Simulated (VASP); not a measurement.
Wanted: the native input for a VASP 6.6.1 run.

* Task: relaxation of cell and atoms
* Functional: LDA
* Potentials or basis: VASP PAW LDA potentials, release 64 (Te, Cd)
* Cutoff: 600 eV
* k mesh: 7 × 7 × 7
* Occupations: fermi-dirac, width 0.05 eV
* Spin: no spin polarisation
* Target pressure: 5 GPa
* Dipole correction: no
* Further INCAR settings: ALGO = Normal; EDIFF = 1e-06; IBRION = 2; EDIFFG = -0.02; NSW = 80; ISIF = 3

The structure of CdTe lies in POSCAR:

```
CdTe
1.0
    0.0000000000      3.2050000000      3.2050000000
    3.2050000000      0.0000000000      3.2050000000
    3.2050000000      3.2050000000      0.0000000000
Te Cd
1 1
Direct
    0.7500000000      0.7500000000      0.7500000000
    0.0000000000      0.0000000000      0.0000000000
```

One way to write it, as run:

INCAR

```
ALGO = Normal ; EDIFF = 1E-6
EDIFFG = -0.02 ; ENCUT = 600
IBRION = 2 ; ISIF = 3
ISMEAR = -1 ; LASPH = True
LCHARG = False ; LREAL = False
LWAVE = False ; NELM = 100
NSW = 80 ; PREC = Accurate
PSTRESS = 50.0 ; SIGMA = 0.05
```

KPOINTS

```
k-points
0
Gamma
  7 7 7
```

Potentials or basis: VASP PAW LDA potentials, release 64 (Te, Cd).

Command:

```sh
$ cat potpaw_LDA.64/Te/POTCAR potpaw_LDA.64/Cd/POTCAR > POTCAR
$ mpirun -np 1 vasp_std > vasp.out
```

Results of the run:

```json
{"Relaxed volume": "30.31 Å³/atom", "Relaxed cell": "a = 4.410 Å, b = 4.410 Å, c = 4.410 Å, α = 60.00°, β = 60.00°, γ = 60.00°", "Space group after relaxing (to 0.1 Å)": "F-43m (No. 216)", "Energy change on relaxing (the run minimises the enthalpy)": "+39.1 meV/atom", "Ionic steps": "3", "Pressure after relaxing": "4.9 GPa", "Band gap on the k mesh": "0.91 eV"}
```

Caveat: the cell is relaxed towards a set pressure, so the run minimises the enthalpy, not the energy; spin-orbit coupling is left out, which moves the levels of the heavy elements.

Run time: 92 s on 1 thread of AMD EPYC 7R13, on a shared host, peak memory 0.16 GiB.
